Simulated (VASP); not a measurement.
Write the native input for VASP 6.6.1 that does the following.

| Property | Result |
| --- | --- |
| Task | single point |
| Functional | r2SCAN |
| Potentials or basis | VASP PAW PBE potentials, release 64 (Na_pv) |
| Cutoff | 520 eV |
| k mesh | 14 × 14 × 14 |
| Occupations | gaussian, width 0.1 eV |
| Spin | no spin polarisation |
| Dipole correction | no |
| Further INCAR settings | ALGO = Normal; EDIFF = 1e-06; NBANDS = 14 |

The system is Na.

```
CELL_PARAMETERS angstrom
0.00000 3.80868 3.80868
3.80868 0.00000 3.80868
3.80868 3.80868 0.00000
ATOMIC_POSITIONS crystal
Na 0.50000 0.50000 0.50000
Na 0.75000 0.75000 0.75000
```

This isn't the form of Na at room conditions, which is bcc.

The input as run:

POSCAR

```
Na
1.0
    0.0000000000      3.8086773721      3.8086773721
    3.8086773721      0.0000000000      3.8086773721
    3.8086773721      3.8086773721      0.0000000000
Na
2
Direct
    0.5000000000      0.5000000000      0.5000000000
    0.7500000000      0.7500000000      0.7500000000
```

INCAR.step1

```
SYSTEM = Na
ALGO     = Normal         ! electronic algorithm
EDIFF    = 1E-4           ! SCF threshold, eV
ENCUT    = 520            ! plane-wave cutoff, eV
GGA      = PE             ! functional
ISMEAR   = 0              ! smearing method
LASPH    = .TRUE.         ! aspherical terms in the spheres
LCHARG   = .FALSE.        ! write CHGCAR
LREAL    = .FALSE.        ! projectors in reciprocal space
LWAVE    = .TRUE.         ! write WAVECAR
NBANDS   = 14             ! bands
NELM     = 100            ! most SCF steps
PREC     = Accurate       ! precision mode
SIGMA    = 0.1            ! smearing width, eV
```

INCAR.step2

```
SYSTEM = Na
ALGO     = Normal         ! electronic algorithm
EDIFF    = 1E-6           ! SCF threshold, eV
ENCUT    = 520            ! plane-wave cutoff, eV
ISIF     = 2              ! what is computed and relaxed
ISMEAR   = 0              ! smearing method
ISTART   = 1            
LASPH    = .TRUE.         ! aspherical terms in the spheres
LCHARG   = .TRUE.         ! write CHGCAR
LELF     = .TRUE.         ! ELF
LMIXTAU  = .TRUE.       
LREAL    = .FALSE.        ! projectors in reciprocal space
LVHAR    = .TRUE.       
LWAVE    = .FALSE.        ! write WAVECAR
METAGGA  = R2SCAN         ! meta-GGA
NBANDS   = 14             ! bands
NELM     = 100            ! most SCF steps
PREC     = Accurate       ! precision mode
SIGMA    = 0.1            ! smearing width, eV
```

KPOINTS

```
k-points
0
G
  14 14 14
  0 0 0
```

Potentials or basis: VASP PAW PBE potentials, release 64 (Na_pv).

Launch:

```console
$ cat potpaw_PBE.64/Na_pv/POTCAR > POTCAR
$ cp INCAR.step1 INCAR
$ mpirun -np 1 vasp_std > vasp.out
$ cp INCAR.step2 INCAR
$ mpirun -np 1 vasp_std > vasp.out
```

Results of the run:

```json
{
 "Pressure": "0.0 GPa",
 "Band gap on the k mesh": "zero (bands 7 and 8 overlap by 0.85 eV)"
}
```

Caveat: the PAW data sets were made with another functional, which shifts forces and pressure a little.

Wall time 7 min on 1 thread of AMD EPYC 9R45 96-Core Processor (Zen 5), with other jobs on the host, peak memory 0.29 GiB.
